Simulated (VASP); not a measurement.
# C: single point with PBE+D3(BJ)

Crystal: C.

```xyz
10
Lattice="0.0000 1.4232 -3.3614 -2.4650 0.0000 0.0000 2.0542 10.0012 2.3579" Properties=species:S:1:pos:R:3 pbc="T T T"
C     0.9860    8.8236    1.0077
C    -1.4790    1.7078   -2.3537
C    -0.2465    3.8425   -2.3537
C    -1.4790    4.5541    1.0077
C    -0.2465    6.6889    1.0077
C    -0.2465    2.4194   -2.3523
C    -1.4790    3.1310    1.0091
C    -0.2465    5.2657    1.0091
C    -1.4790    7.4005    1.0091
C    -0.2465    9.5352    1.0091
```

- Program: VASP 6.6.1
- Task: single point
- Functional: PBE
- Dispersion: D3(BJ)
- Potentials or basis: VASP PAW PBE potentials, release 64 (C)
- Cutoff: 520 eV
- k mesh: 7 × 11 × 3
- Occupations: gaussian, width 0.05 eV
- Spin: no spin polarisation

| Property | Result |
| --- | --- |
| Pressure | -3.2 GPa |
| Largest force | 1.950 eV/Å |
| Band gap on the k mesh | zero (band 20 reaches 4.21 eV, above the bottom of band 21 at 4.10 eV) |
| Dispersion energy per atom | -0.159 eV |

Forces on the atoms (eV/Å):
```
C   -0.146  1.909 -0.371
C   -1.553  0.291  0.882
C   -0.217  0.590 -0.219
C   -0.037  0.096  0.056
C   -0.030  0.139  0.010
C    0.146 -1.909  0.371
C    0.030 -0.139 -0.010
C    0.037 -0.096 -0.056
C    0.217 -0.590  0.219
C    1.553 -0.291 -0.882
```

Stress tensor (GPa, compression positive):
```
-3.92 -6.08 -0.64
-6.08 -4.59  3.30
-0.64  3.30 -1.08
```

Levels at points of the mesh, in eV from the Fermi level:
| k point | band 18 | band 19 | band 20 | band 21 | band 22 | band 23 |
| --- | --- | --- | --- | --- | --- | --- |
| (0.00, 0.00, 0.00) | -3.11 | -2.54 | -1.56 | 1.24 | 2.23 | 4.38 |

It took 3.1 min on 1 thread of AMD EPYC 9R45 96-Core Processor (Zen 5), with other jobs on the host, peak memory 0.3 GiB.

Caveat: pairwise dispersion overbinds metals, which lowers pressure and volume; forces of over 1 eV/Å act on the atoms, so gaps and moduli don't describe the material at rest.
